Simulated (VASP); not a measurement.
# ZnSe: single point with PBE

The system is ZnSe.

```xyz
2
Lattice="0.0000 2.7901 2.9045 2.9045 0.0000 2.9045 2.9045 2.7901 0.0000" Properties=species:S:1:pos:R:3 pbc="T T T"
Zn    0.0000    0.0000    0.0000
Se    4.3567    4.1851    4.3567
```

This cell differs from its parent crystal: volume 23.537 Å^3 an atom, c/a of the conventional cell 0.9606.

```json
{
  "Program": "VASP 6.6.1",
  "Task": "single point",
  "Functional": "PBE",
  "Potentials or basis": "VASP PAW PBE potentials, release 64 (Zn, Se)",
  "Cutoff": "520 eV",
  "k mesh": "10 × 10 × 10",
  "Occupations": "gaussian, width 0.05 eV",
  "Spin": "no spin polarisation"
}
```

| Property | Result |
| --- | --- |
| Pressure | 0.2 GPa |
| Band gap on the k mesh | 1.06 eV, direct |

Stress tensor (GPa, compression positive):
```
-0.21  0.00  0.00
 0.00  1.08  0.00
 0.00  0.00 -0.21
```

Levels at points of the mesh, in eV from the valence-band top:
```tsv
k point	band 6	band 7	band 8	band 9	band 10	band 11	band 12	band 13
(0.00, 0.00, 0.00)	-6.17	-0.13	-0.13	0.00	1.06	5.72	5.74	5.74
(0.50, 0.00, 0.00)	-6.03	-5.10	-1.01	-0.80	2.38	6.15	6.48	8.40
(0.50, 0.50, 0.00)	-6.02	-4.76	-2.11	-2.04	3.03	3.50	10.27	10.70
(0.50, 0.00, 0.50)	-5.98	-4.54	-2.29	-2.29	2.87	3.13	10.65	10.91
```

Wall time 46 s on 1 thread of Intel(R) Xeon(R) 6975P-C (Granite Rapids) (shared host), peak memory 0.22 GiB.
